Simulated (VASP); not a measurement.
# LiSi16 (a cell with a defect) in VASP: a series of runs

Runs on LiSi16 (a cell with a defect). Level: PBE. Tasks: single point.

All numbers are computed with VASP 6.6.1; they aren't measurements. Logs are shortened: lines on timing, memory, paths and dates and some standing lists are left out, and cuts for length are marked.

## Step 1: The cell of the first run

The cell holds a defect, 17 atoms: a = 7.679 Å, b = 7.679 Å, c = 7.679 Å, α = 60.00°, β = 60.00°, γ = 60.00°.

## Step 2: Single point, PBE

Input file INCAR:

```
SYSTEM = LiSi16
ALGO = Normal
EDIFF = 1E-6
ENCUT = 520
GGA = PE
ISIF = 2
ISMEAR = 0
LASPH = .TRUE.
LCHARG = .TRUE.
LELF = .TRUE.
LREAL = Auto
LVHAR = .TRUE.
LWAVE = .FALSE.
NBANDS = 48
NELECT = 66.0
NELM = 100
PREC = Accurate
SIGMA = 0.02
```

Input file KPOINTS:

```
k-points
0
G
  2 2 2
  0 0 0
```

Input file POSCAR:

```
LiSi16
1.0
    0.0000000000      5.4300000000      5.4300000000
    5.4300000000      0.0000000000      5.4300000000
    5.4300000000      5.4300000000      0.0000000000
Si Li
16 1
Direct
   -0.0018841195     -0.0021165019      0.0020152948
    0.1227968007      0.1225102331      0.1320039660
    0.0008824836     -0.0010653717      0.5001305336
    0.1228220303      0.1225323803      0.6227241649
   -0.0017396074      0.5015577710      0.0020402555
    0.1274615929      0.6239983688      0.1242806462
   -0.0017287190      0.5015566943      0.4981623716
    0.1231646593      0.6307415735      0.6230532542
    0.5023090313     -0.0022258838      0.0020330272
    0.6242733350      0.1276381009      0.1240541630
    0.5023093272     -0.0022162281      0.4979031901
    0.6327988827      0.1222916333      0.6224595524
    0.4999425695      0.5000723172     -0.0000099659
    0.6243952878      0.6238991547      0.1241708527
    0.5023378905      0.5015856696      0.4980430429
    0.6244051161      0.6239073769      0.6275278924
    0.2522679389      0.2475104120      0.7502078584
```

Potentials or basis: VASP PAW PBE potentials, release 64 (Si, Li_sv).

Launch:

```bash
cat potpaw_PBE.64/Si/POTCAR potpaw_PBE.64/Li_sv/POTCAR > POTCAR
mpirun -np 1 vasp_std > vasp.out
```

OUTCAR:

```text
SYSTEM = LiSi16
   EDIFF = 1E-6
   ENCUT = 520
   GGA = PE
   ISIF = 2
   ISMEAR = 0
   LASPH = .TRUE.
   LREAL = Auto
   NELECT = 66.0
   NELM = 100
   PREC = Accurate

 ion  position               nearest neighbor table
   1  0.998  0.998  0.002-  10 2.34   6 2.34   4 2.38   2 2.38  17 2.74
   2  0.123  0.123  0.132-   3 2.31   5 2.38   1 2.38   9 2.38  17 2.39
   3  0.001  0.999  0.500-  12 2.31   2 2.31   4 2.31   8 2.31
   4  0.123  0.123  0.623-   3 2.31   7 2.38   1 2.38  11 2.38  17 2.39
   5  0.998  0.502  0.002-  14 2.34   6 2.34   8 2.38   2 2.38  17 2.75
   6  0.127  0.624  0.124-  13 2.34   7 2.34   5 2.34   1 2.34
   7  0.998  0.502  0.498-  16 2.34   6 2.34   8 2.38   4 2.38  17 2.75
   8  0.123  0.631  0.623-   3 2.31   7 2.38   5 2.38  15 2.38  17 2.40
   9  0.502  0.998  0.002-  10 2.34  14 2.34   2 2.38  12 2.38  17 2.73
  10  0.624  0.128  0.124-  13 2.34   1 2.34  11 2.34   9 2.34
  11  0.502  0.998  0.498-  10 2.34  16 2.34   4 2.38  12 2.38  17 2.73
  12  0.633  0.122  0.622-   3 2.31  15 2.38  11 2.38   9 2.38  17 2.39
  13  0.500  0.500  1.000-  10 2.34  14 2.34  16 2.34   6 2.34
  14  0.624  0.624  0.124-  13 2.34   5 2.34  15 2.34   9 2.34
  15  0.502  0.502  0.498-  14 2.34  16 2.34   8 2.38  12 2.38  17 2.74
  16  0.624  0.624  0.628-  13 2.34   7 2.34  15 2.34  11 2.34
  17  0.252  0.248  0.750-  12 2.39   2 2.39   4 2.39   8 2.40   9 2.73  11 2.73   1 2.74  15 2.74
                             5 2.75   7 2.75

  LATTYP: Found a face centered cubic cell.
 ALAT       =    10.8600000000

  Lattice vectors:

 A1 = (   0.0000000000,   5.4300000000,   5.4300000000)
 A2 = (   5.4300000000,   0.0000000000,   5.4300000000)
 A3 = (   5.4300000000,   5.4300000000,   0.0000000000)

Analysis of symmetry for initial positions (statically):
=====================================================================
 Subroutine PRICEL returns:
 Original cell was already a primitive cell.

 Routine SETGRP: Setting up the symmetry group for a
 face centered cubic supercell.

 Subroutine GETGRP returns: Found  1 space group operations
 (whereof  1 operations were pure point group operations)
 out of a pool of 48 trial point group operations.

The static configuration has the point symmetry C_1 .

Analysis of symmetry for dynamics (positions and initial velocities):
=====================================================================
 Subroutine PRICEL returns:
 Original cell was already a primitive cell.

 Routine SETGRP: Setting up the symmetry group for a
 face centered cubic supercell.

 Subroutine GETGRP returns: Found  1 space group operations
 (whereof  1 operations were pure point group operations)
 out of a pool of 48 trial point group operations.

The dynamic configuration has the point symmetry C_1 .

 Subroutine INISYM returns: Found  1 space group operations
 (whereof  1 operations are pure point group operations),
 and found     1 'primitive' translations

----------------------------------------------------------------------------------------

                                     Primitive cell

  volume of cell :     320.2060

  direct lattice vectors                    reciprocal lattice vectors
     0.000000000  5.430000000  5.430000000    -0.092081031  0.092081031  0.092081031
     5.430000000  0.000000000  5.430000000     0.092081031 -0.092081031  0.092081031
     5.430000000  5.430000000  0.000000000     0.092081031  0.092081031 -0.092081031

  length of vectors
     7.679179644  7.679179644  7.679179644     0.159489025  0.159489025  0.159489025

  position of ions in fractional coordinates (direct lattice)
     0.998115881  0.997883498  0.002015295
     0.122796801  0.122510233  0.132003966
     0.000882484  0.998934628  0.500130534
     0.122822030  0.122532380  0.622724165
     0.998260393  0.501557771  0.002040255
     0.127461593  0.623998369  0.124280646
[... 9 lines left out ...]
     0.624405116  0.623907377  0.627527892
     0.252267939  0.247510412  0.750207858

  ion indices of the primitive-cell ions
   primitive index   ion index
                 1           1
                 2           2
                 3           3
                 4           4
                 5           5
                 6           6
[... 9 lines left out ...]
                16          16
                17          17

----------------------------------------------------------------------------------------

 KPOINTS: k-points

Automatic generation of k-mesh.
 Grid dimensions read from file:
 generate k-points for:    2    2    2

 Generating k-lattice:

  Cartesian coordinates                     Fractional coordinates (reciprocal lattice)
    -0.046040516  0.046040516  0.046040516     0.500000000  0.000000000  0.000000000
     0.046040516 -0.046040516  0.046040516     0.000000000  0.500000000  0.000000000
     0.046040516  0.046040516 -0.046040516     0.000000000  0.000000000  0.500000000

  Length of vectors
     0.079744512  0.079744512  0.079744512

  Shift w.r.t. Gamma in fractional coordinates (k-lattice)
     0.000000000  0.000000000  0.000000000

 Subroutine IBZKPT returns following result:
 ===========================================

 Found      8 irreducible k-points:

 Following reciprocal coordinates:
            Coordinates               Weight
  0.000000  0.000000  0.000000      1.000000
  0.500000  0.000000  0.000000      1.000000
  0.000000  0.500000  0.000000      1.000000
  0.000000  0.000000  0.500000      1.000000
  0.500000  0.500000  0.500000      1.000000
  0.500000  0.500000  0.000000      1.000000
  0.000000  0.500000  0.500000      1.000000
  0.500000  0.000000  0.500000      1.000000
   k-points           NKPTS =      8   k-points in BZ     NKDIM =      8   number of bands    NBANDS=     48
   number of dos      NEDOS =    301   number of ions     NIONS =     17
   total plane-waves  NPLWV = 216000
   dimension x,y,z NGX =    60 NGY =   60 NGZ =   60
   dimension x,y,z NGXF=   120 NGYF=  120 NGZF=  120
   ions per type =              16   1
   NGX,Y,Z   is equivalent  to a cutoff of  12.99, 12.99, 12.99 a.u.
   NGXF,Y,Z  is equivalent  to a cutoff of  25.98, 25.98, 25.98 a.u.
 SYSTEM =  LiSi16
   PREC   = accura    normal or accurate (medium, high low for compatibility)
   ISTART =      0    job   : 0-new  1-cont  2-samecut
   ICHARG =      2    charge: 1-file 2-atom 10-const
   ISPIN  =      1    spin polarized calculation?
   LNONCOLLINEAR =      F non collinear calculations
   LSORBIT =      F    spin-orbit coupling
   LASPH  =      T    aspherical Exc in radial PAW
   ENCUT  =  520.0 eV  38.22 Ry    6.18 a.u.  14.28 14.28 14.28*2*pi/ulx,y,z
   NELM   =    100;   NELMIN=  2; NELMDL= -5     # of ELM steps
   EDIFF  = 0.1E-05   stopping-criterion for ELM
   LREAL  =      T    real-space projection
   EDIFFG = 0.1E-04   stopping-criterion for IOM
   NSW    =      0    number of steps for IOM
   IBRION =     -1    ionic relax: 0-MD 1-quasi-New 2-CG
   NFREE  =      0    steps in history (QN), initial steepest desc. (CG)
   ISIF   =      2    stress and relaxation
   ISYM   =      2    0-nonsym 1-usesym 2-fastsym
   POTIM  = 0.5000    time-step for ionic-motion
   TEBEG  =    0.0;   TEEND  =   0.0 temperature during run
   PSTRESS=    0.0 pullay stress
   NELECT =      66.0000    total number of electrons
   NUPDOWN=      -1.0000    fix difference up-down
   EMIN   =  10.00;   EMAX   =-10.00  energy-range for DOS
   EFERMI =   0.00;   METHOD = LEGACY
   ISMEAR =     0;   SIGMA  =   0.02  broadening in eV -4-tet -1-fermi 0-gaus
   EFERMI_NEDOS =   21; number of points for ismear=-14 and -15
   IALGO  =     38    algorithm
   IMIX   =      4    mixing-type and parameters
     AMIX     =   0.40;   BMIX     =  1.00
     AMIX_MAG =   1.60;   BMIX_MAG =  1.00
  volume/ion in A,a.u.               =      18.84       127.11
  Fermi-wavevector in a.u.,A,eV,Ry     =   0.967044  1.827449 12.723821  0.935174
  Thomas-Fermi vector in A             =   2.096897
   LORBIT       =      0    0 simple, 1 ext, 2 COOP (PROOUT), +10 PAW based schemes
   GGA     = PE    functional components
   LHFCALC =     F    Hartree Fock is set to
   AEXX    =    0.0000 exact exchange contribution
   IVDW    =     0    specifies the selected vdW correction
   LEPSILON=     F    determine dielectric tensor
   LRPA    =     F    only Hartree local field effects (RPA)
 non-spin polarized calculation
 Gauss-broadening in eV      SIGMA  =   0.02
  energy-cutoff  :      520.00
  volume of cell :      320.21
 maximum number of plane-waves:      8646
 NGX is ok and might be reduce to    60
   NGX = 29   NGY = 29   NGZ = 29

 number of electron      65.9999999 magnetization

 Free energy of the ion-electron system (eV)
  ---------------------------------------------------
  ext. energy  EPLUGINS =         0.00000000
  ---------------------------------------------------
  free energy    TOTEN  =       -93.51371983 eV

  energy without entropy =      -93.51371983  energy(sigma->0) =      -93.51371983

 E-fermi :   6.2348     XC(G=0):  -9.4410

 val. band max:        6.0424726875   @ k =   0.0000   0.0000   0.0000
 cond. band min:       6.6831843137   @ k =   0.0000   0.0000   0.0000
 fundamental gap:      0.6407116262
 Fermi energy:         6.2347805004

 k-point     1 :       0.0000    0.0000    0.0000
  band No.  band energies     occupation
      1     -40.3788      2.00000
      2      -5.9234      2.00000
      3      -3.6735      2.00000
      4      -3.6112      2.00000
      5      -3.6110      2.00000
      6      -3.6110      2.00000
[... 37 lines left out ...]
     44       8.3455      0.00000
     45       8.3501      0.00000

 k-point     2 :       0.5000    0.0000    0.0000
  band No.  band energies     occupation
      1     -40.3788      2.00000
      2      -5.1978      2.00000
      3      -5.0677      2.00000
      4      -3.3542      2.00000
      5      -3.3122      2.00000
      6      -3.3119      2.00000
[... 280 lines left out ...]
 k-point     8 :       0.5000    0.0000    0.5000
  band No.  band energies     occupation
      1     -40.3788      2.00000
      2      -4.9067      2.00000
      3      -4.8152      2.00000
      4      -3.9284      2.00000
      5      -3.8952      2.00000
      6      -3.8950      2.00000
[... 37 lines left out ...]
     44      10.3328      0.00000
     45      10.4009      0.00000
 [bands above 45 left out]

------------------------ aborting loop because EDIFF is reached ----------------------------------------

  FORCE on cell =-STRESS in cart. coord.  units (eV):
  Direction    XX          YY          ZZ          XY          YZ          ZX
  --------------------------------------------------------------------------------------
  -------------------------------------------------------------------------------------
  Total       -1.1496303     -1.1487904     -1.1493090     -0.0033717      0.0202024     -0.0221930
  in kB       -5.7522706     -5.7480678     -5.7506630     -0.0168706      0.1010844     -0.1110444
  external PRESSURE =      -5.7503338 kB  Pullay stress =       0.0000000 kB

 VOLUME and BASIS-vectors are now :
 -----------------------------------------------------------------------------
  energy-cutoff  :      520.00
  volume of cell :      320.21
      direct lattice vectors                 reciprocal lattice vectors
     0.000000000  5.430000000  5.430000000    -0.092081031  0.092081031  0.092081031
     5.430000000  0.000000000  5.430000000     0.092081031 -0.092081031  0.092081031
     5.430000000  5.430000000  0.000000000     0.092081031  0.092081031 -0.092081031

 POSITION                                       TOTAL-FORCE (eV/Angst)
 -----------------------------------------------------------------------------------
      5.42945      5.43071     10.83828         0.000759     -0.000084      0.001568
      1.38201      1.38357      1.33202        -0.009623      0.010889     -0.001236
      8.13992      2.72050      5.42901         0.002589     -0.002937      0.000616
      4.04674      4.04832      1.33227        -0.010577      0.009690     -0.002004
      2.73454      5.43163      8.14401         0.003695      0.002629     -0.003570
      4.06316      1.36696      4.08043         0.005761     -0.005939     -0.003044
[... 9 lines left out ...]
      6.79529      6.79800      6.77834        -0.003514     -0.009331      0.006491
      5.41761      5.44344      2.71380         0.026508     -0.028546     -0.000801
 -----------------------------------------------------------------------------------
    total drift:                               -0.001669      0.002247      0.001778

  FREE ENERGIE OF THE ION-ELECTRON SYSTEM (eV)
  ---------------------------------------------------
  free  energy   TOTEN  =       -93.5137198329 eV

  energy  without entropy=      -93.5137198329  energy(sigma->0) =      -93.51371983
```

Run time: 1.9 min. Hardware: 1 thread of Intel Xeon 6975P-C (Granite Rapids), shared host; peak memory 0.47 GiB.

What came out:

```
Free energy   : -93.5137 eV
Largest force : 0.039 eV/Å
```

Forces on the atoms (eV/Å):
```
Si   0.001  0.000  0.002
Si  -0.010  0.011 -0.001
Si   0.003 -0.003  0.001
Si  -0.011  0.010 -0.002
Si   0.004  0.003 -0.004
Si   0.006 -0.006 -0.003
Si  -0.002 -0.004 -0.003
Si  -0.002  0.003  0.007
Si  -0.003 -0.006  0.003
Si  -0.008  0.008 -0.011
Si   0.005  0.004  0.003
Si  -0.007  0.008 -0.004
Si  -0.001  0.001  0.000
Si   0.009  0.004  0.007
Si  -0.007  0.007  0.000
Si  -0.004 -0.009  0.006
Li   0.027 -0.029 -0.001
```

Caveat: the k points lie up to 0.50 Å⁻¹ apart; the cell carries a net charge on a neutralising background, which shifts energy and pressure; the cell is charged against a uniform background, so pressure and absolute levels hang on convention; the cutoff is under 1.25 times the usual one of these potentials, so pressure, stress and relaxed cells hold a basis-set (Pulay) error.

## Step 3: Single point, PBE

Input file INCAR:

```
SYSTEM = LiSi16
ALGO = Normal ; EDIFF = 1E-6
ENCUT = 520 ; GGA = PE
ISIF = 2 ; ISMEAR = 0
LASPH = .True. ; LCHARG = .False.
LREAL = Auto ; LWAVE = .False.
NBANDS = 48 ; NELECT = 66.0
NELM = 100 ; PREC = Accurate
SIGMA = 0.02
```

Input file KPOINTS:

```
k-points
0
Gamma
  2 2 2
  0 0 0
```

Input file POSCAR:

```
LiSi16
1.0
    0.0000000000      5.4300000000      5.4300000000
    5.4300000000      0.0000000000      5.4300000000
    5.4300000000      5.4300000000      0.0000000000
Si Li
16 1
Direct
    0.0011593390      0.0007024755      0.0010719436
    0.1253306767      0.1248995974      0.1252470761
    0.0011711245      0.0007257041      0.4977882485
    0.1233975260      0.1228986785      0.6272290920
    0.0011698865      0.4974424035      0.0010836977
    0.1233887769      0.6268578524      0.1232922825
   -0.0064251441      0.5021573885      0.5025412951
    0.1234098556      0.6268862065      0.6272432832
    0.4978712977      0.0007264322      0.0010857340
    0.6273168495      0.1229018045      0.1233044432
    0.5026562716     -0.0069795205      0.5025656643
    0.6273330613      0.1229364643      0.6272479122
    0.5026378701      0.5021630889     -0.0065334769
    0.6273297660      0.6268874608      0.1233183675
    0.5026734949      0.5022089196      0.5025841260
    0.6254284651      0.6248707265      0.6253194287
    0.3754566027      0.3748637672      0.3753410223
```

Potentials or basis: VASP PAW PBE potentials, release 64 (Si, Li_sv).

Launch:

```bash
cat potpaw_PBE.64/Si/POTCAR potpaw_PBE.64/Li_sv/POTCAR > POTCAR
mpirun -np 1 vasp_std > vasp.out
```

Wall time 1.9 min (1 thread of Intel Xeon 6975P-C (Granite Rapids), shared host); peak memory 0.47 GiB.

The run converged. Its results:

```yaml
Free_energy: -93.5140 eV
Largest_force: 0.006 eV/Å
```

Forces on the atoms (eV/Å):
```
Si  -0.001 -0.001  0.000
Si   0.000 -0.002 -0.001
Si   0.000  0.001  0.000
Si   0.001  0.001  0.001
Si   0.001 -0.001  0.000
Si   0.000  0.001  0.000
Si   0.004 -0.004 -0.004
Si   0.000  0.001  0.000
Si   0.000  0.001  0.000
Si   0.000  0.001  0.001
Si  -0.003  0.003 -0.003
Si   0.000  0.003  0.000
Si  -0.004 -0.003  0.004
Si   0.000  0.001  0.001
Si   0.002  0.004  0.002
Si  -0.001 -0.004 -0.001
Li   0.000 -0.001  0.000
```

Levels at points of the mesh, in eV from the Fermi level:
| k point | band 30 | band 31 | band 32 | band 33 | band 34 | band 35 | band 36 | band 37 |
| --- | --- | --- | --- | --- | --- | --- | --- | --- |
| (0.00, 0.00, 0.00) | -1.32 | -0.19 | -0.19 | -0.19 | 0.45 | 0.45 | 0.45 | 0.52 |
| (0.50, 0.00, 0.00) | -1.01 | -1.01 | -0.92 | -0.92 | 1.01 | 1.21 | 1.21 | 1.40 |
| (0.00, 0.50, 0.00) | -1.01 | -1.01 | -0.92 | -0.92 | 1.01 | 1.21 | 1.21 | 1.40 |
| (0.00, 0.00, 0.50) | -1.01 | -1.01 | -0.92 | -0.92 | 1.01 | 1.21 | 1.21 | 1.40 |
| (0.50, 0.50, 0.50) | -1.01 | -1.01 | -0.92 | -0.92 | 1.01 | 1.21 | 1.21 | 1.40 |
| (0.50, 0.50, 0.00) | -1.55 | -1.55 | -1.51 | -1.47 | 0.88 | 0.94 | 2.00 | 2.12 |
| (0.00, 0.50, 0.50) | -1.55 | -1.55 | -1.51 | -1.47 | 0.88 | 0.94 | 2.00 | 2.12 |
| (0.50, 0.00, 0.50) | -1.55 | -1.55 | -1.51 | -1.47 | 0.88 | 0.94 | 2.00 | 2.12 |

Caveat: the k points lie up to 0.50 Å⁻¹ apart; the cell carries a net charge on a neutralising background, which shifts energy and pressure; the cell is charged against a uniform background, so pressure and absolute levels hang on convention; the cutoff is under 1.25 times the usual one of these potentials, so pressure, stress and relaxed cells hold a basis-set (Pulay) error.
